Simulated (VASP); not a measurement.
# TePb (Fm-3m) in VASP: single point with PBE

Aim: the single point of TePb with PBE.

Program: VASP 6.6.1. These are calculated values, not measurements. Logs are shortened: lines on timing, memory, paths and dates and some standing lists are left out, and cuts for length are marked.

### Step 1. The cell of the first run

It takes space group Fm-3m (No. 225, cubic). The conventional cell has a = 6.439 Å, b = 6.439 Å, c = 6.439 Å, α = 90.00°, β = 90.00°, γ = 90.00°. Pb (site symmetry m-3m) has 6 Te at 3.22 Å within 4.2 Å. Te (site symmetry m-3m) has 6 Pb at 3.22 Å within 4.2 Å.

### Step 2. Single point, PBE

INCAR reads:

```
SYSTEM = TePb
PREC     = Accurate       ! precision mode
ENCUT    = 520            ! plane-wave cutoff, eV
EDIFF    = 1E-7           ! SCF threshold, eV
ISMEAR   = -1             ! smearing method
SIGMA    = 0.1            ! smearing width, eV
LREAL    = .FALSE.        ! projectors in reciprocal space
LASPH    = .TRUE.         ! aspherical terms in the spheres
NELM     = 80             ! most SCF steps
ALGO     = Normal         ! electronic algorithm
ISIF     = 2              ! what is computed and relaxed
LWAVE    = .FALSE.        ! write WAVECAR
LCHARG   = .FALSE.        ! write CHGCAR
GGA      = PE             ! functional
NBANDS   = 17             ! bands
```

KPOINTS reads:

```
regular mesh
0
G
  7 7 7
  0 0 0
```

POSCAR reads:

```
TePb
1.0
    0.0000000000      3.2197060000      3.2197060000
    3.2197060000      0.0000000000      3.2197060000
    3.2197060000      3.2197060000      0.0000000000
Pb Te
1 1
Direct
    0.0000000000      0.0000000000      0.0000000000
    0.5000000000      0.5000000000      0.5000000000
```

Potentials or basis: VASP PAW PBE potentials, release 64 (Pb_d, Te).

Started as:

```sh
cat potpaw_PBE.64/Pb_d/POTCAR potpaw_PBE.64/Te/POTCAR > POTCAR
mpirun -np 1 vasp_std > vasp.out
```

OUTCAR:

```text
SYSTEM = TePb
   PREC = Accurate
   ENCUT = 520
   EDIFF = 1E-7
   ISMEAR = -1
   LREAL = .FALSE.
   LASPH = .TRUE.
   NELM = 80
   ISIF = 2
   GGA = PE

 ion  position               nearest neighbor table
   1  0.000  0.000  0.000-   2 3.22   2 3.22   2 3.22   2 3.22   2 3.22   2 3.22
   2  0.500  0.500  0.500-   1 3.22   1 3.22   1 3.22   1 3.22   1 3.22   1 3.22

  LATTYP: Found a face centered cubic cell.
 ALAT       =     6.4394120000

  Lattice vectors:

 A1 = (   0.0000000000,   3.2197060000,   3.2197060000)
 A2 = (   3.2197060000,   0.0000000000,   3.2197060000)
 A3 = (   3.2197060000,   3.2197060000,   0.0000000000)

Analysis of symmetry for initial positions (statically):
=====================================================================
 Subroutine PRICEL returns:
 Original cell was already a primitive cell.

 Routine SETGRP: Setting up the symmetry group for a
 face centered cubic supercell.

 Subroutine GETGRP returns: Found 48 space group operations
 (whereof 48 operations were pure point group operations)
 out of a pool of 48 trial point group operations.

The static configuration has the point symmetry O_h .

Analysis of symmetry for dynamics (positions and initial velocities):
=====================================================================
 Subroutine PRICEL returns:
 Original cell was already a primitive cell.

 Routine SETGRP: Setting up the symmetry group for a
 face centered cubic supercell.

 Subroutine GETGRP returns: Found 48 space group operations
 (whereof 48 operations were pure point group operations)
 out of a pool of 48 trial point group operations.

The dynamic configuration has the point symmetry O_h .

 Subroutine INISYM returns: Found 48 space group operations
 (whereof 48 operations are pure point group operations),
 and found     1 'primitive' translations

----------------------------------------------------------------------------------------

                                     Primitive cell

  volume of cell :      66.7542

  direct lattice vectors                    reciprocal lattice vectors
     0.000000000  3.219706000  3.219706000    -0.155293682  0.155293682  0.155293682
     3.219706000  0.000000000  3.219706000     0.155293682 -0.155293682  0.155293682
     3.219706000  3.219706000  0.000000000     0.155293682  0.155293682 -0.155293682
[... 69 lines left out ...]
 SYSTEM =  TePb
   PREC   = accura    normal or accurate (medium, high low for compatibility)
   ISTART =      0    job   : 0-new  1-cont  2-samecut
   ICHARG =      2    charge: 1-file 2-atom 10-const
   ISPIN  =      1    spin polarized calculation?
   LNONCOLLINEAR =      F non collinear calculations
   LSORBIT =      F    spin-orbit coupling
   LASPH  =      T    aspherical Exc in radial PAW
   ENCUT  =  520.0 eV  38.22 Ry    6.18 a.u.   8.47  8.47  8.47*2*pi/ulx,y,z
   NELM   =     80;   NELMIN=  2; NELMDL= -5     # of ELM steps
   EDIFF  = 0.1E-06   stopping-criterion for ELM
   LREAL  =      F    real-space projection
   EDIFFG = 0.1E-05   stopping-criterion for IOM
   NSW    =      0    number of steps for IOM
   IBRION =     -1    ionic relax: 0-MD 1-quasi-New 2-CG
   NFREE  =      0    steps in history (QN), initial steepest desc. (CG)
   ISIF   =      2    stress and relaxation
   ISYM   =      2    0-nonsym 1-usesym 2-fastsym
   POTIM  = 0.5000    time-step for ionic-motion
   TEBEG  =    0.0;   TEEND  =   0.0 temperature during run
   PSTRESS=    0.0 pullay stress
   NELECT =      20.0000    total number of electrons
   NUPDOWN=      -1.0000    fix difference up-down
   EMIN   =  10.00;   EMAX   =-10.00  energy-range for DOS
   EFERMI =   0.00;   METHOD = LEGACY
   ISMEAR =    -1;   SIGMA  =   0.10  broadening in eV -4-tet -1-fermi 0-gaus
   EFERMI_NEDOS =   21; number of points for ismear=-14 and -15
   IALGO  =     38    algorithm
   IMIX   =      4    mixing-type and parameters
     AMIX     =   0.40;   BMIX     =  1.00
     AMIX_MAG =   1.60;   BMIX_MAG =  1.00
  volume/ion in A,a.u.               =      33.38       225.24
  Fermi-wavevector in a.u.,A,eV,Ry     =   1.095448  2.070097 16.327091  1.200007
  Thomas-Fermi vector in A             =   2.231772
   LORBIT       =      0    0 simple, 1 ext, 2 COOP (PROOUT), +10 PAW based schemes
   GGA     = PE    functional components
[... 5 lines left out ...]
 non-spin polarized calculation
  energy-cutoff  :      520.00
  volume of cell :       66.75
 maximum number of plane-waves:      1823
 NGX is ok and might be reduce to    36
   NGX = 17   NGY = 17   NGZ = 17

 number of electron      20.0000001 magnetization

 Free energy of the ion-electron system (eV)
  ---------------------------------------------------
  ext. energy  EPLUGINS =         0.00000000
  ---------------------------------------------------
  free energy    TOTEN  =        -7.49230357 eV

  energy without entropy =       -7.49164199  energy(sigma->0) =       -7.49197278

 E-fermi :   6.1837     XC(G=0):  -9.3483

 val. band max:        5.6564667899   @ k =   0.4286   0.0000   0.0000
 cond. band min:       6.6518799028   @ k =   0.4286   0.0000   0.0000
 fundamental gap:      0.9954131129
 Fermi energy:         6.1836640426

 k-point     1 :       0.0000    0.0000    0.0000
  band No.  band energies     occupation
      1     -10.9769      2.00000
      2     -10.9769      2.00000
      3     -10.9668      2.00000
      4     -10.9668      2.00000
      5     -10.9668      2.00000
      6      -6.3467      2.00000
[... 377 lines left out ...]
      4     -10.9548      2.00000
      5     -10.9412      2.00000
      6      -4.5017      2.00000
[... 9 lines left out ...]
     16      16.0713      0.00000
     17      16.5680      0.00000

------------------------ aborting loop because EDIFF is reached ----------------------------------------

  FORCE on cell =-STRESS in cart. coord.  units (eV):
  Direction    XX          YY          ZZ          XY          YZ          ZX
  --------------------------------------------------------------------------------------
  -------------------------------------------------------------------------------------
  Total        1.0771452      1.0771452      1.0771452      0.0000000     -0.0000000      0.0000000
  in kB       25.8527175     25.8527175     25.8527175      0.0000000     -0.0000000      0.0000000
  external PRESSURE =      25.8527175 kB  Pullay stress =       0.0000000 kB

 VOLUME and BASIS-vectors are now :
 -----------------------------------------------------------------------------
  energy-cutoff  :      520.00
  volume of cell :       66.75
      direct lattice vectors                 reciprocal lattice vectors
     0.000000000  3.219706000  3.219706000    -0.155293682  0.155293682  0.155293682
     3.219706000  0.000000000  3.219706000     0.155293682 -0.155293682  0.155293682
     3.219706000  3.219706000  0.000000000     0.155293682  0.155293682 -0.155293682

 POSITION                                       TOTAL-FORCE (eV/Angst)
 -----------------------------------------------------------------------------------
      0.00000      0.00000      0.00000         0.000000      0.000000      0.000000
      3.21971      3.21971      3.21971        -0.000000      0.000000     -0.000000
 -----------------------------------------------------------------------------------
    total drift:                               -0.000000      0.000000      0.000000

  FREE ENERGIE OF THE ION-ELECTRON SYSTEM (eV)
  ---------------------------------------------------
  free  energy   TOTEN  =        -7.4923035744 eV

  energy  without entropy=       -7.4916419897  energy(sigma->0) =       -7.49197278
```

OSZICAR:

```text
N       E                     dE             d eps       ncg     rms          rms(c)
DAV:   1     0.152895203278E+03    0.15290E+03   -0.90831E+03   680   0.113E+03
DAV:   2     0.255934925130E+01   -0.15034E+03   -0.14550E+03   716   0.295E+02
DAV:   3    -0.733842426595E+01   -0.98978E+01   -0.98298E+01   898   0.833E+01
DAV:   4    -0.759666566005E+01   -0.25824E+00   -0.25809E+00   862   0.149E+01
DAV:   5    -0.760845225799E+01   -0.11787E-01   -0.11786E-01   988   0.287E+00    0.342E+00
DAV:   6    -0.749375422239E+01    0.11470E+00   -0.25040E-01  1013   0.355E+00    0.213E+00
DAV:   7    -0.749060469835E+01    0.31495E-02   -0.79768E-02   834   0.138E+00    0.918E-01
DAV:   8    -0.749232937100E+01   -0.17247E-02   -0.90668E-03   835   0.959E-01    0.146E-01
DAV:   9    -0.749227489906E+01    0.54472E-04   -0.11111E-03  1052   0.357E-01    0.601E-02
DAV:  10    -0.749229778695E+01   -0.22888E-04   -0.14239E-04   806   0.945E-02    0.204E-02
DAV:  11    -0.749230427365E+01   -0.64867E-05   -0.38185E-05   906   0.492E-02    0.187E-02
DAV:  12    -0.749230415085E+01    0.12279E-06   -0.21317E-06   743   0.932E-03    0.129E-02
DAV:  13    -0.749230344401E+01    0.70684E-06   -0.82683E-07   850   0.673E-03    0.443E-03
DAV:  14    -0.749230355007E+01   -0.10606E-06   -0.33507E-07   723   0.482E-03    0.838E-04
DAV:  15    -0.749230357444E+01   -0.24372E-07   -0.44611E-08   418   0.153E-03
   1 F= -.74923036E+01 E0= -.74919728E+01  d E =-.661585E-03
```

It took 23 s on 1 thread of Intel Xeon Platinum 8259CL at 2.50GHz (Skylake/Cascade Lake), shared host; peak memory 0.21 GiB.

What came out:

```yaml
Free_energy: -7.4923 eV
Pressure: 2.6 GPa
```

Levels at points of the mesh, in eV from the Fermi level:
```
           k point  band 7  band 8  band 9  band 10  band 11  band 12  band 13  band 14
(0.00, 0.00, 0.00)   -5.99   -1.81   -1.81    -1.81     3.67     3.67     3.67     5.35
```

Caveat: this odd mesh misses L, where the gap lies, so gap, dielectric constants and Born charges aren't listed; spin-orbit coupling is left out, which moves the levels of the heavy elements.
